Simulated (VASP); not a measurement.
Input of a VASP 6.6.1 run:

The input INCAR:

```
SYSTEM = Cs8Sn7BI24
  PREC = Accurate
  ENCUT = 420
  EDIFF = 1E-6
  ISMEAR = -1
  SIGMA = 0.05
  LREAL = Auto
  LASPH = .True.
  NELM = 200
  ALGO = Normal
  ISIF = 2
  LWAVE = .False.
  LCHARG = .True.
  ISPIN = 2
  MAGMOM = 0 0 0 0 0 0 0 0 0.143 0 0 0 0 0 0 0 0.143 0.143 0 0 0 0 0 0 0.143 0 0 0 0.143 0 0 0 0.143 0 0.143 0 0 0 0 0
  LORBIT = 11
  GGA = PS
  LELF = .True.
  LVHAR = .True.
  ISYM = -1
  NBANDS = 200
  GGA_COMPAT = .False.
  KPAR = 1
```

KPOINTS

```
explicit points
1
Reciprocal
  0.25000000   0.25000000   0.25000000 1
```

POSCAR

```
Cs8Sn7BI24
1.0
   12.3144620000      0.0000000000      0.0000000000
    0.0000000000     12.3144620000      0.0000000000
    0.0000000000      0.0000000000     12.3144620000
Cs B Sn I
8 1 7 24
Direct
    0.9877380000      0.9960650000      0.9966690000
    0.9758020000      0.0073980000      0.4963220000
    0.9902750000      0.5062570000      0.0236700000
    0.0299080000      0.4944890000      0.5117780000
    0.5047480000      0.9852750000      0.9893520000
    0.4882630000      0.9957520000      0.5126710000
    0.4973440000      0.5089330000      0.9987920000
    0.4941820000      0.5030980000      0.4994330000
    0.2917580000      0.2004060000      0.1794360000
    0.2577800000      0.2482040000      0.7395020000
    0.2505210000      0.7442260000      0.2503840000
    0.2514390000      0.7498070000      0.7509360000
    0.7559790000      0.2516220000      0.2542150000
    0.7521740000      0.2496110000      0.7514280000
    0.7487510000      0.7509660000      0.2518710000
    0.7532340000      0.7472360000      0.7497790000
    0.2194470000      0.2506420000      0.0226530000
    0.2854060000      0.2527090000      0.5043660000
    0.2763490000      0.7487400000      0.0015870000
    0.2267820000      0.7655170000      0.5021330000
    0.7888010000      0.2528070000      0.0024500000
    0.7041530000      0.2418780000      0.5028740000
    0.7287170000      0.7466430000      0.0009720000
    0.7753100000      0.7507790000      0.5005160000
    0.9865560000      0.2625250000      0.2893830000
    0.0039200000      0.2409160000      0.7218290000
    0.9993450000      0.7576220000      0.2281190000
    0.0022560000      0.7533360000      0.7773550000
    0.4664860000      0.2399980000      0.1964280000
    0.5036810000      0.2547410000      0.7932870000
    0.4987670000      0.7623780000      0.2772570000
    0.5027380000      0.7438750000      0.7295480000
    0.2505030000      0.0329430000      0.2313320000
    0.2633610000      0.9995370000      0.7595810000
    0.2502480000      0.5091000000      0.2593330000
    0.2484850000      0.4998470000      0.7540310000
    0.7525100000      0.0014930000      0.2458590000
    0.7463070000      0.9983700000      0.7554220000
    0.7279200000      0.5012960000      0.2481430000
    0.7587200000      0.4984520000      0.7464350000
```

Potentials or basis: VASP PAW PBE potentials, release 64 (Cs_sv, B, Sn_d, I).

The run is started by

```sh
$ cat potpaw_PBE.64/Cs_sv/POTCAR potpaw_PBE.64/B/POTCAR potpaw_PBE.64/Sn_d/POTCAR potpaw_PBE.64/I/POTCAR > POTCAR
$ mpirun -np 4 vasp_std > vasp.out
```

Predict the net moment.

1.00 μB per cell.

Estimate the band gap on the k mesh.

0.89 eV.

Predict the largest force.

0.047 eV/Å.

Stress tensor (GPa, compression positive):
```
-0.52 -0.07 -0.07
-0.07 -0.37  0.02
-0.07  0.02 -0.53
```

Caveat: the PAW data sets were made with another functional, which shifts forces and pressure a little; spin-orbit coupling is left out, which moves the levels of the heavy elements.
